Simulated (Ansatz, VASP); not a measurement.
Two plane-wave programs on Hf4Si

```xyz
10
Lattice="6.2470 0.0000 0.0000 0.0000 6.2470 0.0000 0.0000 0.0000 5.5421" Properties=species:S:1:pos:R:3 pbc="T T T"
Hf    4.1365    1.0130    4.1482
Hf    5.2340    4.1365    4.1482
Hf    2.1105    1.0130    1.3939
Hf    4.1365    5.2340    1.3939
Hf    1.0130    2.1105    4.1482
Hf    5.2340    2.1105    1.3939
Hf    1.0130    4.1365    1.3939
Hf    2.1105    5.2340    4.1482
Si    3.1235    3.1235    0.0000
Si    0.0000    0.0000    0.0000
```

Alike in both runs: functional PBE; k mesh 3 × 3 × 3; occupations gaussian, width 0.2 eV; no spin polarisation.

Ansatz relaxed the structure, and its values are those at the end. VASP's run is a single point on that final structure, the one shown.

|  | VASP | Ansatz |
| --- | --- | --- |
| version | VASP 6.6.1 | Ansatz 0.2.0 |
| potentials or method | VASP PAW PBE potentials, release 64 (Hf_pv, Si), cutoff 520 eV | scalar-relativistic, plane waves, PAW |
| valence electrons in the cell | 88 | 216 |

|  | VASP | Ansatz | Ansatz less VASP |
| --- | --- | --- | --- |
| gap on the k mesh at the Fermi level (eV) | none | none | - |
| pressure (GPa) | -0.2 | 0.1 | +0.34 |
| rms of the force components (eV/Å) | 0.053 | 0.050 | -0.0033 |

A gap of «none» marks a metal or a gap that the smearing closes. VASP's potentials hold 88 valence electrons a cell and Ansatz's 216, so a difference there can come from the potentials and not from the codes.

The k mesh is coarse, so the values compare programs but aren't converged. Spin-orbit coupling is off throughout.
